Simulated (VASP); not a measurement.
S, 1 atom in the cell. It takes space group Fm-3m (No. 225, cubic). Conventional cell: a = 3.907 Å, b = 3.907 Å, c = 3.907 Å, α = 90.00°, β = 90.00°, γ = 90.00°. S (site symmetry m-3m) has 12 S at 2.76 Å within 3.6 Å. 

* Program: VASP 6.6.1
* Task: single point
* Functional: PBEsol
* Potentials or basis: VASP PAW PBE potentials, release 64 (S)
* Cutoff: 520 eV
* k mesh: 12 × 12 × 12
* Occupations: methfessel-paxton, width 0.1 eV
* Spin: no spin polarisation
* Dipole correction: no
* Further INCAR settings: ALGO = Normal; EDIFF = 1e-06; NBANDS = 9

Potentials or basis: VASP PAW PBE potentials, release 64 (S).

The run is started by

```console
$ cat potpaw_PBE.64/S/POTCAR > POTCAR
$ mpirun -np 1 vasp_std > vasp.out
```

Hardware: 1 thread of Intel(R) Xeon(R) Platinum 8488C (Sapphire Rapids), with other jobs on the host.

Task: How long does it take, and how much memory?

Result: It took 4.4 s on 1 thread of Intel(R) Xeon(R) Platinum 8488C (Sapphire Rapids), on a shared host, peak memory 0.13 GiB. Counts: scf iterations 9, k points 72.
